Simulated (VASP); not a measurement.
**AlN: single point with PBE0**

AlN:

```
Al N
1.0
     3.10669    0.00000    0.00000
    -1.55335    2.69048    0.00000
     0.00000    0.00000    4.97859
Al N
2 2
Direct
  0.33333 0.66667 0.99670
  0.66667 0.33333 0.49670
  0.33333 0.66667 0.37830
  0.66667 0.33333 0.87830
```

| Property | Result |
| --- | --- |
| Program | VASP 6.6.1 |
| Task | single point |
| Functional | PBE0 |
| Potentials or basis | VASP PAW PBE potentials, release 64 (Al, N) |
| Cutoff | 520 eV |
| k mesh | 6 × 6 × 4 |
| Occupations | gaussian, width 0.01 eV |
| Spin | no spin polarisation |

```yaml
Pressure: -0.8 GPa
Largest_force: 0.007 eV/Å
Band_gap_on_the_k_mesh: 6.33 eV, direct
```

Forces on the atoms (eV/Å):
```
Al   0.000  0.000 -0.007
Al   0.000  0.000 -0.007
N    0.000  0.000  0.007
N    0.000  0.000  0.007
```

Stress tensor (GPa, compression positive):
```
-0.76  0.00  0.00
 0.00 -0.76  0.00
 0.00  0.00 -0.91
```

Levels at points of the mesh, in eV from the valence-band top:
```csv
k point,band 4,band 5,band 6,band 7,band 8,band 9,band 10,band 11,band 12,band 13
"(0.00, 0.00, 0.00)",-0.96,-0.96,-0.23,-0.23,0.00,6.33,8.93,13.27,13.58,13.58
"(0.50, 0.00, 0.00)",-4.57,-3.67,-2.31,-1.92,-0.77,7.93,7.95,10.52,12.88,13.31
"(0.00, 0.00, 0.50)",-3.63,-0.61,-0.61,-0.61,-0.61,8.75,8.75,12.81,12.81,13.91
"(0.50, 0.00, 0.50)",-6.13,-1.62,-1.62,-1.50,-1.50,7.41,7.41,11.58,11.58,14.59
```

Wall time 21 min on 1 thread of Intel(R) Xeon(R) Platinum 8375C CPU @ 2.90GHz (Ice Lake), with other jobs on the host, peak memory 0.18 GiB.

Caveat: the PAW data sets were made with another functional, which shifts forces and pressure a little.
